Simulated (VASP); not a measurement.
# K4TeBr2 (Cmmm) in VASP: a series of runs

K4TeBr2 is run at these levels: PBE; tasks: single point.

All numbers are computed with VASP 6.6.1; they aren't measurements. Logs are shortened: lines on timing, memory, paths and dates and some standing lists are left out, and cuts for length are marked.

### 1 The cell of the first run

The structure is orthorhombic, space group Cmmm (No. 65). The conventional cell has a = 6.337 Å, b = 17.396 Å, c = 5.966 Å, α = 90.00°, β = 90.00°, γ = 90.00°. Within 4.4 Å of K (site symmetry m2m) lie 3 Br at 3.29 to 3.50 Å and 2 Te at 3.68 Å and 5 K at 4.31 to 4.36 Å. Within 4.4 Å of K (site symmetry m2m) lie 2 Br at 3.21 Å and 2 Te at 3.67 Å and 5 K at 3.70 to 4.36 Å. Within 4.8 Å of Te (site symmetry mmm) lie 8 K at 3.67 to 3.68 Å. Within 4.2 Å of Br (site symmetry m2m) lie 5 K at 3.21 to 3.50 Å and 2 Br at 4.11 Å.

### 2 Single point, PBE (46.97 Å³/atom)

File INCAR:

```
SYSTEM = K4TeBr2
PREC = Accurate
ENCUT = 520
EDIFF = 1E-6
ISMEAR = 0
SIGMA = 0.02
LREAL = .False.
LASPH = .True.
NELM = 60
ALGO = Normal
ISIF = 2
LWAVE = .False.
LCHARG = .True.
GGA = PE
LELF = .True.
LVHAR = .True.
NBANDS = 37
```

File KPOINTS:

```
regular mesh
0
Gamma
  6 6 6
  0 0 0
```

File POSCAR:

```
K4TeBr2
1.0
    3.1685860782     -8.6978796304      0.0000000000
    3.1685860782      8.6978796304      0.0000000000
    0.0000000000      0.0000000000      5.9655649100
K Te Br
4 1 2
Direct
    0.8761899118      0.1238100882      0.5000000000
    0.1238100882      0.8761899118      0.5000000000
    0.6063208590      0.3936791410      0.0000000000
    0.3936791410      0.6063208590      0.0000000000
    0.0000000000      0.0000000000      0.0000000000
    0.6749818067      0.3250181933      0.5000000000
    0.3250181933      0.6749818067      0.5000000000
```

Potentials or basis: VASP PAW PBE potentials, release 64 (K_sv, Te, Br).

Launch:

```sh
$ cat potpaw_PBE.64/K_sv/POTCAR potpaw_PBE.64/Te/POTCAR potpaw_PBE.64/Br/POTCAR > POTCAR
$ mpirun -np 1 vasp_std > vasp.out
```

OUTCAR:

```text
SYSTEM = K4TeBr2
   PREC = Accurate
   ENCUT = 520
   EDIFF = 1E-6
   ISMEAR = 0
   LREAL = .False.
   LASPH = .True.
   NELM = 60
   ISIF = 2
   GGA = PE

 ion  position               nearest neighbor table
   1  0.876  0.124  0.500-   7 3.29   7 3.29   5 3.68   5 3.68
   2  0.124  0.876  0.500-   6 3.29   6 3.29   5 3.68   5 3.68
   3  0.606  0.394  0.000-   6 3.21   6 3.21   5 3.67   5 3.67   4 3.70
   4  0.394  0.606  0.000-   7 3.21   7 3.21   5 3.67   5 3.67   3 3.70
   5  0.000  0.000  0.000-   3 3.67   4 3.67   3 3.67   4 3.67   1 3.68   2 3.68   1 3.68   2 3.68

   6  0.675  0.325  0.500-   3 3.21   3 3.21   2 3.29   2 3.29
   7  0.325  0.675  0.500-   4 3.21   4 3.21   1 3.29   1 3.29

  LATTYP: Found a base centered orthorhombic cell.
 ALAT       =     6.3371721564
 B/A-ratio  =     2.7450349827
 C/A-ratio  =     0.9413607146

  Lattice vectors:

 A1 = (   3.1685860782,  -8.6978796304,   0.0000000000)
 A2 = (   3.1685860782,   8.6978796304,   0.0000000000)
 A3 = (   0.0000000000,   0.0000000000,   5.9655649100)

Analysis of symmetry for initial positions (statically):
=====================================================================
 Subroutine PRICEL returns:
 Original cell was already a primitive cell.

 Routine SETGRP: Setting up the symmetry group for a
 base centered orthorhombic supercell.

 Subroutine GETGRP returns: Found  8 space group operations
 (whereof  8 operations were pure point group operations)
 out of a pool of  8 trial point group operations.

The static configuration has the point symmetry D_2h.

Analysis of symmetry for dynamics (positions and initial velocities):
=====================================================================
 Subroutine PRICEL returns:
 Original cell was already a primitive cell.

 Routine SETGRP: Setting up the symmetry group for a
 base centered orthorhombic supercell.

 Subroutine GETGRP returns: Found  8 space group operations
 (whereof  8 operations were pure point group operations)
 out of a pool of  8 trial point group operations.

The dynamic configuration has the point symmetry D_2h.

 Subroutine INISYM returns: Found  8 space group operations
 (whereof  8 operations are pure point group operations),
 and found     1 'primitive' translations

----------------------------------------------------------------------------------------

                                     Primitive cell

  volume of cell :     328.8217

  direct lattice vectors                    reciprocal lattice vectors
     3.168586078 -8.697879630  0.000000000     0.157799090 -0.057485275  0.000000000
     3.168586078  8.697879630  0.000000000     0.157799090  0.057485275  0.000000000
     0.000000000  0.000000000  5.965564910     0.000000000  0.000000000  0.167628718

  length of vectors
     9.257053948  9.257053948  5.965564910     0.167943769  0.167943769  0.167628718

  position of ions in fractional coordinates (direct lattice)
     0.876189912  0.123810088  0.500000000
     0.123810088  0.876189912  0.500000000
     0.606320859  0.393679141  0.000000000
     0.393679141  0.606320859  0.000000000
     0.000000000  0.000000000  0.000000000
     0.674981807  0.325018193  0.500000000
     0.325018193  0.674981807  0.500000000

  ion indices of the primitive-cell ions
   primitive index   ion index
                 1           1
                 2           2
                 3           3
                 4           4
                 5           5
                 6           6
                 7           7

----------------------------------------------------------------------------------------

 KPOINTS: regular mesh

Automatic generation of k-mesh.
 Grid dimensions read from file:
 generate k-points for:    6    6    6

 Generating k-lattice:

  Cartesian coordinates                     Fractional coordinates (reciprocal lattice)
     0.026299848 -0.009580879  0.000000000     0.166666667  0.000000000  0.000000000
     0.026299848  0.009580879  0.000000000     0.000000000  0.166666667  0.000000000
     0.000000000  0.000000000  0.027938120     0.000000000  0.000000000  0.166666667

  Length of vectors
     0.027990628  0.027990628  0.027938120

  Shift w.r.t. Gamma in fractional coordinates (k-lattice)
     0.000000000  0.000000000  0.000000000

 Subroutine IBZKPT returns following result:
 ===========================================

 Found     52 irreducible k-points:

 Following reciprocal coordinates:
            Coordinates               Weight
  0.000000  0.000000  0.000000      1.000000
  0.166667 -0.000000  0.000000      4.000000
  0.333333 -0.000000  0.000000      4.000000
  0.500000 -0.000000  0.000000      2.000000
  0.166667  0.166667  0.000000      2.000000
  0.333333  0.166667  0.000000      4.000000
[... 16 lines left out ...]
  0.333333  0.333333  0.166667      4.000000
  0.500000  0.333333  0.166667      8.000000
 [... further k-points ...]
   k-points           NKPTS =     52   k-points in BZ     NKDIM =     52   number of bands    NBANDS=     37
   number of dos      NEDOS =    301   number of ions     NIONS =      7
   total plane-waves  NPLWV = 235200
   dimension x,y,z NGX =    70 NGY =   70 NGZ =   48
   dimension x,y,z NGXF=   140 NGYF=  140 NGZF=   96
   ions per type =               4   1   2
   NGX,Y,Z   is equivalent  to a cutoff of  12.57, 12.57, 13.38 a.u.
   NGXF,Y,Z  is equivalent  to a cutoff of  25.14, 25.14, 26.75 a.u.
 SYSTEM =  K4TeBr2
   PREC   = accura    normal or accurate (medium, high low for compatibility)
   ISTART =      0    job   : 0-new  1-cont  2-samecut
   ICHARG =      2    charge: 1-file 2-atom 10-const
   ISPIN  =      1    spin polarized calculation?
   LNONCOLLINEAR =      F non collinear calculations
   LSORBIT =      F    spin-orbit coupling
   LASPH  =      T    aspherical Exc in radial PAW
   ENCUT  =  520.0 eV  38.22 Ry    6.18 a.u.  17.21 17.21 11.09*2*pi/ulx,y,z
   NELM   =     60;   NELMIN=  2; NELMDL= -5     # of ELM steps
   EDIFF  = 0.1E-05   stopping-criterion for ELM
   LREAL  =      F    real-space projection
[... 7 lines left out ...]
   TEBEG  =    0.0;   TEEND  =   0.0 temperature during run
   PSTRESS=    0.0 pullay stress
   NELECT =      56.0000    total number of electrons
   NUPDOWN=      -1.0000    fix difference up-down
   EMIN   =  10.00;   EMAX   =-10.00  energy-range for DOS
   EFERMI =   0.00;   METHOD = LEGACY
   ISMEAR =     0;   SIGMA  =   0.02  broadening in eV -4-tet -1-fermi 0-gaus
   EFERMI_NEDOS =   21; number of points for ismear=-14 and -15
   IALGO  =     38    algorithm
   IMIX   =      4    mixing-type and parameters
     AMIX     =   0.40;   BMIX     =  1.00
     AMIX_MAG =   1.60;   BMIX_MAG =  1.00
  volume/ion in A,a.u.               =      46.97       317.00
  Fermi-wavevector in a.u.,A,eV,Ry     =   0.907439  1.714811 11.203652  0.823445
  Thomas-Fermi vector in A             =   2.031246
   LORBIT       =      0    0 simple, 1 ext, 2 COOP (PROOUT), +10 PAW based schemes
   GGA     = PE    functional components
   LHFCALC =     F    Hartree Fock is set to
   AEXX    =    0.0000 exact exchange contribution
   IVDW    =     0    specifies the selected vdW correction
   LEPSILON=     F    determine dielectric tensor
   LRPA    =     F    only Hartree local field effects (RPA)
 non-spin polarized calculation
 Gauss-broadening in eV      SIGMA  =   0.02
  energy-cutoff  :      520.00
  volume of cell :      328.82
 maximum number of plane-waves:      8888
 NGX is ok and might be reduce to    70
   NGX = 35   NGY = 35   NGZ = 23

 number of electron      55.9999994 magnetization

 Free energy of the ion-electron system (eV)
  ---------------------------------------------------
  ext. energy  EPLUGINS =         0.00000000
  ---------------------------------------------------
  free energy    TOTEN  =       -20.30334822 eV

  energy without entropy =      -20.30334822  energy(sigma->0) =      -20.30334822

 E-fermi :  -0.3102     XC(G=0):  -6.4383

 val. band max:       -0.5048875731   @ k =   0.5000  -0.0000   0.0000
 cond. band min:       1.5059066484   @ k =   0.0000   0.0000   0.0000
 fundamental gap:      2.0107942215
 Fermi energy:        -0.3102239747

 k-point     1 :       0.0000    0.0000    0.0000
  band No.  band energies     occupation
      1     -30.5862      2.00000
      2     -30.5727      2.00000
      3     -30.2673      2.00000
      4     -30.2649      2.00000
      5     -14.6169      2.00000
      6     -14.4755      2.00000
[... 29 lines left out ...]
     36       5.3897      0.00000
     37       5.4438      0.00000

 k-point     2 :       0.1667   -0.0000    0.0000
  band No.  band energies     occupation
      1     -30.5861      2.00000
      2     -30.5727      2.00000
      3     -30.2673      2.00000
      4     -30.2650      2.00000
      5     -14.6299      2.00000
      6     -14.5138      2.00000
[... 29 lines left out ...]
     36       5.3397      0.00000
     37       5.5360      0.00000

 k-point     3 :       0.3333   -0.0000    0.0000
  band No.  band energies     occupation
      1     -30.5861      2.00000
      2     -30.5727      2.00000
      3     -30.2672      2.00000
      4     -30.2650      2.00000
      5     -14.6489      2.00000
      6     -14.5871      2.00000
[... 29 lines left out ...]
     36       5.0313      0.00000
     37       5.3182      0.00000
[... 761 lines left out ...]
 k-point    23 :       0.3333    0.3333    0.1667
  band No.  band energies     occupation
      1     -30.5861      2.00000
      2     -30.5727      2.00000
      3     -30.2671      2.00000
      4     -30.2651      2.00000
      5     -14.6779      2.00000
      6     -14.6366      2.00000
[... 29 lines left out ...]
     36       4.9449      0.00000
     37       5.1436      0.00000

 k-point    24 :       0.5000    0.3333    0.1667
  band No.  band energies     occupation
      1     -30.5861      2.00000
      2     -30.5727      2.00000
      3     -30.2670      2.00000
      4     -30.2652      2.00000
      5     -14.6572      2.00000
      6     -14.5734      2.00000
[... 29 lines left out ...]
     36       5.2252      0.00000
     37       5.2858      0.00000

 [... further k-points ...]

------------------------ aborting loop because EDIFF is reached ----------------------------------------

  FORCE on cell =-STRESS in cart. coord.  units (eV):
  Direction    XX          YY          ZZ          XY          YZ          ZX
  --------------------------------------------------------------------------------------
  -------------------------------------------------------------------------------------
  Total       -0.6298212     -0.5884972     -0.6048800     -0.0000000      0.0000000      0.0000000
  in kB       -3.0687914     -2.8674410     -2.9472661     -0.0000000      0.0000000      0.0000000
  external PRESSURE =      -2.9611662 kB  Pullay stress =       0.0000000 kB

 VOLUME and BASIS-vectors are now :
 -----------------------------------------------------------------------------
  energy-cutoff  :      520.00
  volume of cell :      328.82
      direct lattice vectors                 reciprocal lattice vectors
     3.168586078 -8.697879630  0.000000000     0.157799090 -0.057485275  0.000000000
     3.168586078  8.697879630  0.000000000     0.157799090  0.057485275  0.000000000
     0.000000000  0.000000000  5.965564910     0.000000000  0.000000000  0.167628718

 POSITION                                       TOTAL-FORCE (eV/Angst)
 -----------------------------------------------------------------------------------
      3.16859     -6.54411      2.98278         0.000000     -0.005234     -0.000000
      3.16859      6.54411      2.98278         0.000000      0.005234      0.000000
      3.16859     -1.84953      0.00000         0.000000      0.002735     -0.000000
      3.16859      1.84953      0.00000         0.000000     -0.002735      0.000000
      0.00000      0.00000      0.00000         0.000000     -0.000000     -0.000000
      3.16859     -3.04394      2.98278         0.000000     -0.004988     -0.000000
      3.16859      3.04394      2.98278         0.000000      0.004988      0.000000
 -----------------------------------------------------------------------------------
    total drift:                                0.000000     -0.000000     -0.000000

  FREE ENERGIE OF THE ION-ELECTRON SYSTEM (eV)
  ---------------------------------------------------
  free  energy   TOTEN  =       -20.3033482195 eV

  energy  without entropy=      -20.3033482195  energy(sigma->0) =      -20.30334822
```

Run time: 20 min. Hardware: 1 thread of Intel Xeon 8259CL, shared host; peak memory 0.91 GiB.

What came out:

| Quantity | Value |
| --- | --- |
| Free energy | -20.3033 eV |
| Pressure | -0.3 GPa |
| Largest force | 0.005 eV/Å |
| Band gap on the k mesh | 2.01 eV (least direct gap 2.02 eV) |

Forces in eV/Å, atoms in the order of the input:
```
K    0.000 -0.005  0.000
K    0.000  0.005  0.000
K    0.000  0.003  0.000
K    0.000 -0.003  0.000
Te   0.000  0.000  0.000
Br   0.000 -0.005  0.000
Br   0.000  0.005  0.000
```

Caveat: spin-orbit coupling is left out, which moves the levels of the heavy elements.

### 3 Single point, PBE

This run uses another cell than the first one, of 45.61 Å³/atom.

File INCAR:

```
SYSTEM = K4TeBr2
PREC = Accurate ; ENCUT = 520
EDIFF = 1E-6 ; ISMEAR = 0
SIGMA = 0.02 ; LREAL = .False.
LASPH = .True. ; NELM = 100
ALGO = Normal ; ISIF = 2
LWAVE = .False. ; LCHARG = .False.
GGA = PE ; NBANDS = 37
```

File KPOINTS:

```
Automatic mesh
0
Gamma
  6 6 6
  0 0 0
```

File POSCAR:

```
K4TeBr2
1.0
    3.1415452541     -8.5812403817      0.0000000000
    3.1415452541      8.5812403817      0.0000000000
    0.0000000000      0.0000000000      5.9210655059
K Te Br
4 1 2
Direct
    0.8765189542      0.1234810458      0.5000000000
    0.1234810458      0.8765189542      0.5000000000
    0.6069571284      0.3930428716      0.0000000000
    0.3930428716      0.6069571284      0.0000000000
    0.0000000000      0.0000000000      0.0000000000
    0.6758565359      0.3241434641      0.5000000000
    0.3241434641      0.6758565359      0.5000000000
```

Potentials or basis: VASP PAW PBE potentials, release 64 (K_sv, Te, Br).

Launch:

```sh
$ cat potpaw_PBE.64/K_sv/POTCAR potpaw_PBE.64/Te/POTCAR potpaw_PBE.64/Br/POTCAR > POTCAR
$ mpirun -np 1 vasp_std > vasp.out
```

Wall time 40 min (1 thread of Intel Xeon 8259CL, shared host); peak memory 0.87 GiB.

The run converged. Its results:

```
Free energy            : -20.3116 eV
Pressure               : 0.0 GPa
Band gap on the k mesh : 2.08 eV (least direct gap 2.08 eV)
```

Forces on the atoms (eV/Å):
```
K    0.000  0.001  0.000
K    0.000 -0.001  0.000
K    0.000 -0.001  0.000
K    0.000  0.001  0.000
Te   0.000  0.000  0.000
Br   0.000 -0.002  0.000
Br   0.000  0.002  0.000
```

Levels at points of the mesh, in eV from the valence-band top:
```tsv
k point	band 26	band 27	band 28	band 29	band 30	band 31
(0.00, 0.00, 0.00)	-0.36	-0.17	-0.01	2.08	3.70	4.66
(0.50, 0.00, 0.00)	-0.47	-0.20	0.00	3.42	3.80	4.20
(0.50, 0.50, 0.00)	-0.46	-0.18	0.00	3.08	3.18	4.05
(0.00, 0.00, 0.50)	-0.43	-0.20	-0.14	3.34	4.21	4.25
(0.50, 0.00, 0.50)	-0.39	-0.33	-0.06	3.62	3.70	4.07
(0.50, 0.50, 0.50)	-0.32	-0.19	-0.14	3.85	3.95	4.14
```

Caveat: spin-orbit coupling is left out, which moves the levels of the heavy elements.
